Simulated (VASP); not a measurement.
Set up this calculation in VASP 6.6.1, as the native input.

```yaml
Task: single point
Functional: PBE
Potentials_or_basis: VASP PAW PBE potentials, release 64 (Li_sv, H)
Cutoff: 520 eV
k_mesh: 18 × 18 × 18
Occupations: gaussian, width 0.02 eV
Spin: no spin polarisation
Dipole_correction: no
Further_INCAR_settings: ALGO = Normal; EDIFF = 1e-07; NBANDS = 9
```

The structure of LiH lies in POSCAR:

```
LiH
1.0
    0.0000000000      2.0569171532      2.0569171532
    2.0569171532      0.0000000000      2.0569171532
    2.0569171532      2.0569171532      0.0000000000
Li H
1 1
Direct
    0.0000000000      0.0000000000      0.0000000000
    0.5000000000      0.5000000000      0.5000000000
```

One way to write it, as run:

INCAR

```
PREC = Accurate
ENCUT = 520
EDIFF = 1E-7
ISMEAR = 0
SIGMA = 0.02
LREAL = False
LASPH = True
NELM = 100
ALGO = Normal
ISIF = 2
LWAVE = False
LCHARG = True
GGA = PE
LELF = True
LVHAR = True
NBANDS = 9
```

KPOINTS

```
regular mesh
0
Gamma
  18 18 18
```

Potentials or basis: VASP PAW PBE potentials, release 64 (Li_sv, H).

Run with:

```sh
$ cat potpaw_PBE.64/Li_sv/POTCAR potpaw_PBE.64/H/POTCAR > POTCAR
$ mpirun -np 1 vasp_std > vasp.out
```

Results of the run:

| Item | Value |
| --- | --- |
| Band gap on the k mesh | 3.03 eV, direct |

Run time: 63 s on 1 thread of AMD EPYC 7R13, with other jobs on the host, peak memory 0.12 GiB.
